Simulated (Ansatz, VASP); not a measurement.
**InSe in VASP and in Ansatz**

INCAR

```
  ALGO = Normal
  EDIFF = 1E-8
  ENCUT = 520
  GGA = PE
  ISIF = 2
  ISMEAR = -1
  LASPH = True
  LCHARG = False
  LEFG = True
  LREAL = False
  LWAVE = False
  NBANDS = 27
  NELM = 100
  PREC = Accurate
  SIGMA = 0.01
```

The input KPOINTS:

```
k-points
0
Gamma
  7 7 7
```

File POSCAR:

```
InSe
1.0
    2.0473565020      1.2062836848      8.3324434999
   -1.9526427986      1.1862836882      8.3124435034
    0.0300363466     -2.2678173230      8.3051229966
In Se
2 2
Direct
    0.0000000000      0.0000000000      0.0000000000
    0.1122000000      0.1122000000      0.1122000000
    0.6155000000      0.6155000000      0.6155000000
    0.8300000000      0.8300000000      0.8300000000
```

Input for Ansatz:

```yaml
crystal:
  lattice:
    - [2.047356502, 1.2062836848, 8.3324434999]
    - [-1.9526427986, 1.1862836882, 8.3124435034]
    - [0.0300363466, -2.267817323, 8.3051229966]
  atoms:
    - { symbol: In, position: [0.0, 0.0, 0.0] }
    - { symbol: In, position: [0.1122, 0.1122, 0.1122] }
    - { symbol: Se, position: [0.6155, 0.6155, 0.6155] }
    - { symbol: Se, position: [0.83, 0.83, 0.83] }
kpoints:
  mp_grid: { grid: [7, 7, 7] }
scf:
  occupations: { method: fermi_dirac, width: 0.01 }
hamiltonian:
  xc: pbe
  pseudopotentials: { kind: all_electron, datasets: crystal }
output:
  forces: true
  stress: true
  eigenvalues: true
  efg: { contact_densities: true }
```

Change from the starting cell: equal xy, yz and zx shear strains of +1 %, crystal datasets.

Alike in both runs: task electric field gradients; functional PBE; k mesh 7 × 7 × 7; occupations fermi-dirac, width 0.01 eV; no spin polarisation.

```csv
,VASP,Ansatz
version,VASP 6.6.1,Ansatz 0.2.0
potentials or method,"VASP PAW PBE potentials, release 64 (In_d, Se), cutoff 520 eV","all-electron PAW with datasets made for the crystal, scalar-relativistic"
```

Ansatz gave:

| Quantity | Value |
| --- | --- |
| gap on the k mesh at the Fermi level (eV) | 0.74 |
| pressure (GPa) | 2.9 |
| traceless stress, the component that is largest in VASP (GPa) | -0.47 |
| rms of the force components (eV/Å) | 0.127 |
| size of Vzz on the site where it differs most (V/Å²) | 65.1 |

**Question.** Which values does VASP return?

**Answer.** gap on the k mesh at the Fermi level (eV): 0.73; pressure (GPa): 3.0; traceless stress, the component that is largest in VASP (GPa): -0.47; rms of the force components (eV/Å): 0.135; size of Vzz on the site where it differs most (V/Å²): 62.1.

Atom by atom the forces differ by 0.009 eV/Å (rms over components). Ansatz ran all-electron here, and VASP with PAW potentials.
